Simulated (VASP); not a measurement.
# Sn (I4_1/amd) in VASP: notebook

Sn is run at these levels: LDA; tasks: single point.

Everything below comes from runs of VASP 6.6.1. Logs are shortened: lines on timing, memory, paths and dates and some standing lists are left out, and cuts for length are marked.

## (1) The cell of the first run

It takes space group I4_1/amd (No. 141, tetragonal). The conventional cell has a = 4.544 Å, b = 4.544 Å, c = 6.491 Å, α = 90.00°, β = 90.00°, γ = 90.00°. Sn (site symmetry -4m2) has 4 Sn at 2.79 Å within 3.7 Å.

## (2) Single point, LDA (equal xx and yy strain of -1 %)

INCAR

```
  PREC = Accurate
  ENCUT = 520
  EDIFF = 1E-6
  ISMEAR = -1
  SIGMA = 0.03
  LREAL = False
  LASPH = True
  NELM = 100
  ALGO = Normal
  ISIF = 2
  LWAVE = False
  LCHARG = True
  GGA = CA
  LELF = True
  LVHAR = True
  NBANDS = 21
```

KPOINTS

```
regular mesh
0
Gamma
  9 9 9
```

POSCAR

```
Sn
1.0
    0.0000000000      3.2131440000      3.2456000000
    3.2131440000      0.0000000000      3.2456000000
    3.2131440000      3.2131440000      0.0000000000
Sn
2
Direct
    0.5000000000      0.5000000000      0.5000000000
    0.7500000000      0.7500000000      0.7500000000
```

Potentials or basis: VASP PAW LDA potentials, release 64 (Sn_d).

Started as:

```sh
> cat potpaw_LDA.64/Sn_d/POTCAR > POTCAR
> mpirun -np 1 vasp_std > vasp.out
```

OUTCAR:

```text
PREC = Accurate
   ENCUT = 520
   EDIFF = 1E-6
   ISMEAR = -1
   LREAL = False
   LASPH = True
   NELM = 100
   ISIF = 2
   GGA = CA

 ion  position               nearest neighbor table
   1  0.500  0.500  0.500-   2 2.79   2 2.79   2 2.79   2 2.79
   2  0.750  0.750  0.750-   1 2.79   1 2.79   1 2.79   1 2.79

  LATTYP: Found a body centered tetragonal cell.
 ALAT       =     4.5440718227
 C/A-ratio  =     1.4284985479

  Lattice vectors:

 A1 = (  -3.2131440000,   0.0000000000,   3.2456000000)
 A2 = (   3.2131440000,   0.0000000000,   3.2456000000)
 A3 = (   0.0000000000,   3.2131440000,  -3.2456000000)

Analysis of symmetry for initial positions (statically):
=====================================================================
 Subroutine PRICEL returns:
 Original cell was already a primitive cell.

 Routine SETGRP: Setting up the symmetry group for a
 body centered tetragonal supercell.

 Subroutine GETGRP returns: Found 16 space group operations
 (whereof  8 operations were pure point group operations)
 out of a pool of 16 trial point group operations.

The static configuration has the point symmetry D_2d.
 The point group associated with its full space group is D_4h.

Analysis of symmetry for dynamics (positions and initial velocities):
=====================================================================
 Subroutine PRICEL returns:
 Original cell was already a primitive cell.

 Routine SETGRP: Setting up the symmetry group for a
 body centered tetragonal supercell.

 Subroutine GETGRP returns: Found 16 space group operations
 (whereof  8 operations were pure point group operations)
 out of a pool of 16 trial point group operations.

The dynamic configuration has the point symmetry D_2d.
 The point group associated with its full space group is D_4h.

 Subroutine INISYM returns: Found 16 space group operations
 (whereof  8 operations are pure point group operations),
 and found     1 'primitive' translations

----------------------------------------------------------------------------------------

                                     Primitive cell

  volume of cell :      67.0171

  direct lattice vectors                    reciprocal lattice vectors
     0.000000000  3.213144000  3.245600000    -0.155610829  0.155610829  0.154054720
     3.213144000  0.000000000  3.245600000     0.155610829 -0.155610829  0.154054720
     3.213144000  3.213144000  0.000000000     0.155610829  0.155610829 -0.154054720
[... 80 lines left out ...]
   LSORBIT =      F    spin-orbit coupling
   LASPH  =      T    aspherical Exc in radial PAW
   ENCUT  =  520.0 eV  38.22 Ry    6.18 a.u.   8.49  8.49  8.45*2*pi/ulx,y,z
   NELM   =    100;   NELMIN=  2; NELMDL= -5     # of ELM steps
   EDIFF  = 0.1E-05   stopping-criterion for ELM
   LREAL  =      F    real-space projection
   EDIFFG = 0.1E-04   stopping-criterion for IOM
   NSW    =      0    number of steps for IOM
   IBRION =     -1    ionic relax: 0-MD 1-quasi-New 2-CG
   NFREE  =      0    steps in history (QN), initial steepest desc. (CG)
   ISIF   =      2    stress and relaxation
   ISYM   =      2    0-nonsym 1-usesym 2-fastsym
   POTIM  = 0.5000    time-step for ionic-motion
   TEBEG  =    0.0;   TEEND  =   0.0 temperature during run
   PSTRESS=    0.0 pullay stress
   NELECT =      28.0000    total number of electrons
   NUPDOWN=      -1.0000    fix difference up-down
   EMIN   =  10.00;   EMAX   =-10.00  energy-range for DOS
   EFERMI =   0.00;   METHOD = LEGACY
   ISMEAR =    -1;   SIGMA  =   0.03  broadening in eV -4-tet -1-fermi 0-gaus
   EFERMI_NEDOS =   21; number of points for ismear=-14 and -15
   IALGO  =     38    algorithm
   IMIX   =      4    mixing-type and parameters
     AMIX     =   0.40;   BMIX     =  1.00
     AMIX_MAG =   1.60;   BMIX_MAG =  1.00
  volume/ion in A,a.u.               =      33.51       226.13
  Fermi-wavevector in a.u.,A,eV,Ry     =   1.223862  2.312763 20.379320  1.497838
  Thomas-Fermi vector in A             =   2.358957
   LORBIT       =      0    0 simple, 1 ext, 2 COOP (PROOUT), +10 PAW based schemes
   GGA     = CA    functional components
   LHFCALC =     F    Hartree Fock is set to
   AEXX    =    0.0000 exact exchange contribution
   IVDW    =     0    specifies the selected vdW correction
   LEPSILON=     F    determine dielectric tensor
   LRPA    =     F    only Hartree local field effects (RPA)
 non-spin polarized calculation
  energy-cutoff  :      520.00
  volume of cell :       67.02
 maximum number of plane-waves:      1832
 NGX is ok and might be reduce to    36
   NGX = 17   NGY = 17   NGZ = 17

 number of electron      28.0000010 magnetization

 Free energy of the ion-electron system (eV)
  ---------------------------------------------------
  ext. energy  EPLUGINS =         0.00000000
  ---------------------------------------------------
  free energy    TOTEN  =        -8.93577033 eV

  energy without entropy =       -8.93496652  energy(sigma->0) =       -8.93536843

 E-fermi :   5.5156     XC(G=0):  -9.2774

 val. band max:        5.4445398171   @ k =   0.1111  -0.0000   0.0000
 cond. band min:       5.5312084523   @ k =   0.4444   0.0000   0.0000
 fundamental gap:      0.0866686352
 Fermi energy:         5.5156167639

 k-point     1 :       0.0000    0.0000    0.0000
  band No.  band energies     occupation
      1     -16.0794      2.00000
      2     -16.0794      2.00000
      3     -16.0749      2.00000
      4     -16.0146      2.00000
      5     -16.0127      2.00000
      6     -15.6891      2.00000
[... 565 lines left out ...]
     20      15.4378      0.00000
     21      15.9279      0.00000

 [... further k-points ...]

------------------------ aborting loop because EDIFF is reached ----------------------------------------

  FORCE on cell =-STRESS in cart. coord.  units (eV):
  Direction    XX          YY          ZZ          XY          YZ          ZX
  --------------------------------------------------------------------------------------
  -------------------------------------------------------------------------------------
  Total        0.2819611      0.2819611      0.1412273      0.0000000      0.0000000     -0.0000000
  in kB        6.7408454      6.7408454      3.3763213      0.0000000      0.0000000     -0.0000000
  external PRESSURE =       5.6193374 kB  Pullay stress =       0.0000000 kB

 VOLUME and BASIS-vectors are now :
 -----------------------------------------------------------------------------
  energy-cutoff  :      520.00
  volume of cell :       67.02
      direct lattice vectors                 reciprocal lattice vectors
     0.000000000  3.213144000  3.245600000    -0.155610829  0.155610829  0.154054720
     3.213144000  0.000000000  3.245600000     0.155610829 -0.155610829  0.154054720
     3.213144000  3.213144000  0.000000000     0.155610829  0.155610829 -0.154054720

 POSITION                                       TOTAL-FORCE (eV/Angst)
 -----------------------------------------------------------------------------------
      3.21314      3.21314      3.24560         0.000000      0.000000     -0.000000
      4.81972      4.81972      4.86840        -0.000000     -0.000000      0.000000
 -----------------------------------------------------------------------------------
    total drift:                                0.000000      0.000000      0.000000

  FREE ENERGIE OF THE ION-ELECTRON SYSTEM (eV)
  ---------------------------------------------------
  free  energy   TOTEN  =        -8.9357703314 eV

  energy  without entropy=       -8.9349665193  energy(sigma->0) =       -8.93536843
```

stdout:

```text
POSCAR found type information on POSCAR Sn
 POSCAR found :  1 types and       2 ions
 scaLAPACK will be used
 LDA part: xc-table for (Slater(with rela. corr.)+CA(PZ))
 , standard interpolation
 POSCAR, INCAR and KPOINTS ok, starting setup
 FFT: planning ... GRIDC
 FFT: planning ... GRID_SOFT
 FFT: planning ... GRID
 WAVECAR not read
 entering main loop
```

Wall time 2.2 min (1 thread of Intel Xeon Platinum 8175M at 2.50GHz (Skylake/Cascade Lake), shared host); peak memory 0.22 GiB.

What came out:

| Item | Value |
| --- | --- |
| Free energy | -8.9358 eV |
| Pressure | 0.6 GPa |
| Band gap on the k mesh | zero (bands 14 and 15 overlap by 0.15 eV) |

Stress tensor (GPa, compression positive):
```
0.67 0.00 0.00
0.00 0.67 0.00
0.00 0.00 0.34
```

Caveat: the cell differs from its parent crystal (equal xx and yy strain of -1 %); spin-orbit coupling is left out, which moves the levels of the heavy elements.

[end of part 1 of 2]
